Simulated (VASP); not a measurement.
# TiSi2 (P6/mmm) in VASP: a series of runs

Runs on TiSi2. Level: PBE. Tasks: single point, relaxation of cell and atoms.

Everything below comes from runs of VASP 6.6.1. Logs are shortened: lines on timing, memory, paths and dates and some standing lists are left out, and cuts for length are marked.

## Step 1: The cell of the first run

It takes space group P6/mmm (No. 191, hexagonal). Conventional cell: a = 4.383 Å, b = 4.383 Å, c = 2.549 Å, α = 90.00°, β = 90.00°, γ = 120.00°. Ti (site symmetry 6/mmm) has 2 Ti at 2.55 Å and 12 Si at 2.83 Å within 3.4 Å. Within 3.3 Å of Si (site symmetry -6m2) lie 5 Si at 2.53 to 2.55 Å and 6 Ti at 2.83 Å.

## Step 2: Single point, PBE

Input file INCAR:

```
SYSTEM = TiSi2
ALGO = Normal
EDIFF = 1E-6
ENCUT = 520
GGA = PE
ISIF = 2
ISMEAR = -1
LASPH = .TRUE.
LCHARG = .FALSE.
LREAL = .FALSE.
LWAVE = .FALSE.
NBANDS = 17
NELM = 100
PREC = Accurate
SIGMA = 0.05
```

Input file KPOINTS:

```
k-points
0
G
  7 7 10
  0 0 0
```

Input file POSCAR:

```
TiSi2
1.0
    4.3828794876      0.0000000000      0.0000000000
   -2.1914397438      3.7956849780      0.0000000000
    0.0000000000      0.0000000000      2.5492452907
Ti Si
1 2
Direct
    0.0000000000      0.0000000000      0.0000000000
    0.3333333333      0.6666666667      0.5000000000
    0.6666666667      0.3333333333      0.5000000000
```

Potentials or basis: VASP PAW PBE potentials, release 64 (Ti_sv, Si).

Launch:

```
cat potpaw_PBE.64/Ti_sv/POTCAR potpaw_PBE.64/Si/POTCAR > POTCAR
mpirun -np 1 vasp_std > vasp.out
```

OUTCAR:

```text
SYSTEM = TiSi2
   EDIFF = 1E-6
   ENCUT = 520
   GGA = PE
   ISIF = 2
   ISMEAR = -1
   LASPH = .TRUE.
   LREAL = .FALSE.
   NELM = 100
   PREC = Accurate

 ion  position               nearest neighbor table
   1  0.000  0.000  0.000-   2 2.83   3 2.83   2 2.83   3 2.83   3 2.83   3 2.83   2 2.83   2 2.83
                             3 2.83   3 2.83   2 2.83   2 2.83
   2  0.333  0.667  0.500-   3 2.53   3 2.53   3 2.53   1 2.83   1 2.83   1 2.83   1 2.83   1 2.83
                             1 2.83
   3  0.667  0.333  0.500-   2 2.53   2 2.53   2 2.53   1 2.83   1 2.83   1 2.83   1 2.83   1 2.83
                             1 2.83

  LATTYP: Found a hexagonal cell.
 ALAT       =     4.3828794876
 C/A-ratio  =     0.5816370945

  Lattice vectors:

 A1 = (   4.3828794876,   0.0000000000,   0.0000000000)
 A2 = (  -2.1914397438,   3.7956849780,   0.0000000000)
 A3 = (   0.0000000000,   0.0000000000,   2.5492452907)

Analysis of symmetry for initial positions (statically):
=====================================================================
 Subroutine PRICEL returns:
 Original cell was already a primitive cell.

 Routine SETGRP: Setting up the symmetry group for a
 hexagonal supercell.

 Subroutine GETGRP returns: Found 24 space group operations
 (whereof 24 operations were pure point group operations)
 out of a pool of 24 trial point group operations.

The static configuration has the point symmetry D_6h.

Analysis of symmetry for dynamics (positions and initial velocities):
=====================================================================
 Subroutine PRICEL returns:
 Original cell was already a primitive cell.

 Routine SETGRP: Setting up the symmetry group for a
 hexagonal supercell.

 Subroutine GETGRP returns: Found 24 space group operations
 (whereof 24 operations were pure point group operations)
 out of a pool of 24 trial point group operations.

The dynamic configuration has the point symmetry D_6h.

 Subroutine INISYM returns: Found 24 space group operations
 (whereof 24 operations are pure point group operations),
 and found     1 'primitive' translations

----------------------------------------------------------------------------------------

                                     Primitive cell

  volume of cell :      42.4093

  direct lattice vectors                    reciprocal lattice vectors
     4.382879488  0.000000000  0.000000000     0.228160506  0.131728529  0.000000000
    -2.191439744  3.795684978  0.000000000     0.000000000  0.263457059  0.000000000
     0.000000000  0.000000000  2.549245291     0.000000000  0.000000000  0.392272962

  length of vectors
     4.382879488  4.382879488  2.549245291     0.263457059  0.263457059  0.392272962

  position of ions in fractional coordinates (direct lattice)
     0.000000000  0.000000000  0.000000000
     0.333333333  0.666666667  0.500000000
     0.666666667  0.333333333  0.500000000

  ion indices of the primitive-cell ions
   primitive index   ion index
                 1           1
                 2           2
                 3           3

----------------------------------------------------------------------------------------

 KPOINTS: k-points

Automatic generation of k-mesh.
 Grid dimensions read from file:
 generate k-points for:    7    7   10

 Generating k-lattice:

  Cartesian coordinates                     Fractional coordinates (reciprocal lattice)
     0.032594358  0.018818361  0.000000000     0.142857143  0.000000000  0.000000000
     0.000000000  0.037636723  0.000000000     0.000000000  0.142857143  0.000000000
     0.000000000  0.000000000  0.039227296     0.000000000  0.000000000  0.100000000

  Length of vectors
     0.037636723  0.037636723  0.039227296

  Shift w.r.t. Gamma in fractional coordinates (k-lattice)
     0.000000000  0.000000000  0.000000000

 Subroutine IBZKPT returns following result:
 ===========================================

 Found     48 irreducible k-points:

 Following reciprocal coordinates:
            Coordinates               Weight
  0.000000  0.000000  0.000000      1.000000
  0.142857  0.000000  0.000000      6.000000
  0.285714  0.000000  0.000000      6.000000
  0.428571  0.000000  0.000000      6.000000
  0.142857  0.142857  0.000000      6.000000
  0.285714  0.142857  0.000000     12.000000
[... 16 lines left out ...]
  0.428571  0.142857  0.200000     12.000000
  0.285714  0.285714  0.200000     12.000000
 [... further k-points ...]
   k-points           NKPTS =     48   k-points in BZ     NKDIM =     48   number of bands    NBANDS=     17
   number of dos      NEDOS =    301   number of ions     NIONS =      3
   total plane-waves  NPLWV =  25920
   dimension x,y,z NGX =    36 NGY =   36 NGZ =   20
   dimension x,y,z NGXF=    72 NGYF=   72 NGZF=   40
   ions per type =               1   2
   NGX,Y,Z   is equivalent  to a cutoff of  13.66, 13.66, 13.04 a.u.
   NGXF,Y,Z  is equivalent  to a cutoff of  27.31, 27.31, 26.09 a.u.
 SYSTEM =  TiSi2
   PREC   = accura    normal or accurate (medium, high low for compatibility)
   ISTART =      0    job   : 0-new  1-cont  2-samecut
   ICHARG =      2    charge: 1-file 2-atom 10-const
   ISPIN  =      1    spin polarized calculation?
   LNONCOLLINEAR =      F non collinear calculations
   LSORBIT =      F    spin-orbit coupling
   LASPH  =      T    aspherical Exc in radial PAW
   ENCUT  =  520.0 eV  38.22 Ry    6.18 a.u.   8.15  8.15  4.74*2*pi/ulx,y,z
   NELM   =    100;   NELMIN=  2; NELMDL= -5     # of ELM steps
   EDIFF  = 0.1E-05   stopping-criterion for ELM
   LREAL  =      F    real-space projection
   EDIFFG = 0.1E-04   stopping-criterion for IOM
   NSW    =      0    number of steps for IOM
   IBRION =     -1    ionic relax: 0-MD 1-quasi-New 2-CG
   NFREE  =      0    steps in history (QN), initial steepest desc. (CG)
   ISIF   =      2    stress and relaxation
   ISYM   =      2    0-nonsym 1-usesym 2-fastsym
   POTIM  = 0.5000    time-step for ionic-motion
   TEBEG  =    0.0;   TEEND  =   0.0 temperature during run
   PSTRESS=    0.0 pullay stress
   NELECT =      20.0000    total number of electrons
   NUPDOWN=      -1.0000    fix difference up-down
   EMIN   =  10.00;   EMAX   =-10.00  energy-range for DOS
   EFERMI =   0.00;   METHOD = LEGACY
   ISMEAR =    -1;   SIGMA  =   0.05  broadening in eV -4-tet -1-fermi 0-gaus
   EFERMI_NEDOS =   21; number of points for ismear=-14 and -15
   IALGO  =     38    algorithm
   IMIX   =      4    mixing-type and parameters
     AMIX     =   0.40;   BMIX     =  1.00
     AMIX_MAG =   1.60;   BMIX_MAG =  1.00
  volume/ion in A,a.u.               =      14.14        95.40
  Fermi-wavevector in a.u.,A,eV,Ry     =   1.274279  2.408037 22.092949  1.623786
  Thomas-Fermi vector in A             =   2.407055
   LORBIT       =      0    0 simple, 1 ext, 2 COOP (PROOUT), +10 PAW based schemes
   GGA     = PE    functional components
   LHFCALC =     F    Hartree Fock is set to
   AEXX    =    0.0000 exact exchange contribution
   IVDW    =     0    specifies the selected vdW correction
   LEPSILON=     F    determine dielectric tensor
   LRPA    =     F    only Hartree local field effects (RPA)
 non-spin polarized calculation
  energy-cutoff  :      520.00
  volume of cell :       42.41
 maximum number of plane-waves:      1156
 NGX is ok and might be reduce to    36
   NGX = 17   NGY = 17   NGZ =  9

 number of electron      20.0000000 magnetization

 Free energy of the ion-electron system (eV)
  ---------------------------------------------------
  ext. energy  EPLUGINS =         0.00000000
  ---------------------------------------------------
  free energy    TOTEN  =       -19.41951963 eV

  energy without entropy =      -19.40318742  energy(sigma->0) =      -19.41135352

 E-fermi :  10.5811     XC(G=0): -11.6758

 val. band max:       10.5683657115   @ k =   0.4286   0.0000   0.4000
 cond. band min:      10.5885777374   @ k =   0.2857   0.0000   0.1000
 fundamental gap:      0.0202120259
 Fermi energy:        10.5810780271

 k-point     1 :       0.0000    0.0000    0.0000
  band No.  band energies     occupation
      1     -46.1417      2.00000
      2     -22.4558      2.00000
      3     -22.4558      2.00000
      4     -21.7975      2.00000
      5      -2.6161      2.00000
      6       5.3293      2.00000
[... 9 lines left out ...]
     16      16.2576      0.00000
     17      17.8602      0.00000

 k-point     2 :       0.1429    0.0000    0.0000
  band No.  band energies     occupation
      1     -46.1416      2.00000
      2     -22.4586      2.00000
      3     -22.4564      2.00000
      4     -21.7974      2.00000
      5      -2.4146      2.00000
      6       3.5576      2.00000
[... 9 lines left out ...]
     16      16.8033      0.00000
     17      18.1120      0.00000

 k-point     3 :       0.2857    0.0000    0.0000
  band No.  band energies     occupation
      1     -46.1415      2.00000
      2     -22.4646      2.00000
      3     -22.4578      2.00000
      4     -21.7972      2.00000
      5      -1.8358      2.00000
      6       1.9578      2.00000
[... 9 lines left out ...]
     16      17.7420      0.00000
     17      18.7769      0.00000

 k-point     4 :       0.4286    0.0000    0.0000
  band No.  band energies     occupation
      1     -46.1413      2.00000
      2     -22.4695      2.00000
      3     -22.4589      2.00000
      4     -21.7971      2.00000
      5      -1.0096      2.00000
      6       0.6448      2.00000
[... 9 lines left out ...]
     16      16.8562      0.00000
     17      18.5634      0.00000
[... 343 lines left out ...]
      1     -46.0820      2.00000
      2     -22.4152      2.00000
      3     -22.4090      2.00000
      4     -22.1908      2.00000
      5      -0.4695      2.00000
      6       1.9850      2.00000
[... 9 lines left out ...]
     16      15.1444      0.00000
     17      17.3262      0.00000

 k-point    23 :       0.4286    0.1429    0.2000
  band No.  band energies     occupation
      1     -46.0820      2.00000
      2     -22.4169      2.00000
      3     -22.4098      2.00000
      4     -22.1906      2.00000
      5       0.1430      2.00000
      6       1.1800      2.00000
[... 9 lines left out ...]
     16      15.7831      0.00000
     17      15.9835      0.00000

 k-point    24 :       0.2857    0.2857    0.2000
  band No.  band energies     occupation
      1     -46.0819      2.00000
      2     -22.4153      2.00000
      3     -22.4121      2.00000
      4     -22.1905      2.00000
      5       0.2562      2.00000
      6       1.1766      2.00000
[... 9 lines left out ...]
     16      14.8310      0.00000
     17      15.9679      0.00000

 [... further k-points ...]
[... 5 lines left out ...]
  --------------------------------------------------------------------------------------
  -------------------------------------------------------------------------------------
  Total       -0.0258629     -0.0258629     -0.0172719      0.0000000      0.0000000      0.0000000
  in kB       -0.9770700     -0.9770700     -0.6525131      0.0000000      0.0000000      0.0000000
  external PRESSURE =      -0.8688844 kB  Pullay stress =       0.0000000 kB

 VOLUME and BASIS-vectors are now :
 -----------------------------------------------------------------------------
  energy-cutoff  :      520.00
  volume of cell :       42.41
      direct lattice vectors                 reciprocal lattice vectors
     4.382879488  0.000000000  0.000000000     0.228160506  0.131728529  0.000000000
    -2.191439744  3.795684978  0.000000000     0.000000000  0.263457059  0.000000000
     0.000000000  0.000000000  2.549245291     0.000000000  0.000000000  0.392272962

 POSITION                                       TOTAL-FORCE (eV/Angst)
 -----------------------------------------------------------------------------------
      0.00000      0.00000      0.00000        -0.000000      0.000000      0.000000
     -0.00000      2.53046      1.27462        -0.000000      0.000000     -0.000000
      2.19144      1.26523      1.27462         0.000000      0.000000      0.000000
 -----------------------------------------------------------------------------------
    total drift:                                0.000000     -0.000000      0.000000

  FREE ENERGIE OF THE ION-ELECTRON SYSTEM (eV)
  ---------------------------------------------------
  free  energy   TOTEN  =       -19.4195196285 eV

  energy  without entropy=      -19.4031874188  energy(sigma->0) =      -19.41135352
```

It took 41 s on 1 thread of Intel Xeon 8259CL, shared host; peak memory 0.18 GiB.

What came out:

| Quantity | Value |
| --- | --- |
| Free energy | -19.4195 eV |
| Pressure | -0.1 GPa |
| Band gap on the k mesh | zero (band 10 reaches 11.32 eV, above the bottom of band 11 at 8.66 eV) |

## Step 3: Single point, PBE

Input file INCAR:

```
SYSTEM = TiSi2
ALGO     = Normal         ! electronic algorithm
EDIFF    = 1E-6           ! SCF threshold, eV
ENCUT    = 520            ! plane-wave cutoff, eV
GGA      = PE             ! functional
ISIF     = 2              ! what is computed and relaxed
ISMEAR   = -1             ! smearing method
LASPH    = .TRUE.         ! aspherical terms in the spheres
LCHARG   = .FALSE.        ! write CHGCAR
LREAL    = .FALSE.        ! projectors in reciprocal space
LWAVE    = .FALSE.        ! write WAVECAR
NBANDS   = 17             ! bands
NELM     = 100            ! most SCF steps
PREC     = Accurate       ! precision mode
SIGMA    = 0.05           ! smearing width, eV
```

KPOINTS is that of step 2.

Input file POSCAR:

```
TiSi2
1.0
    4.3820620943      0.0000000000      0.0000000000
   -2.1910310472      3.7949770946      0.0000000000
    0.0000000000      0.0000000000      2.5499792655
Ti Si
1 2
Direct
    0.0000000000      0.0000000000      0.0000000000
    0.3333333333      0.6666666667      0.5000000000
    0.6666666667      0.3333333333      0.5000000000
```

Potentials or basis: VASP PAW PBE potentials, release 64 (Ti_sv, Si).

Launch:

```
cat potpaw_PBE.64/Ti_sv/POTCAR potpaw_PBE.64/Si/POTCAR > POTCAR
mpirun -np 1 vasp_std > vasp.out
```

Run time: 41 s. Hardware: 1 thread of Intel Xeon 8259CL, shared host; peak memory 0.18 GiB.

The run converged. Its results:

| Property | Result |
| --- | --- |
| Free energy | -19.4195 eV |
| Pressure | -0.1 GPa |
| Band gap on the k mesh | zero (band 10 reaches 11.32 eV, above the bottom of band 11 at 8.66 eV) |

Levels at points of the mesh, in eV from the Fermi level:
```csv
k point,band 6,band 7,band 8,band 9,band 10,band 11,band 12,band 13,band 14,band 15
"(0.00, 0.00, 0.00)",-5.25,-5.25,-5.16,-1.66,-1.00,-1.00,2.91,2.91,3.37,3.37
"(0.00, 0.00, 0.50)",-7.06,-2.29,-2.29,-0.89,-0.81,-0.81,-0.27,-0.27,1.38,4.44
```

(Continued in part 2 of 2.)
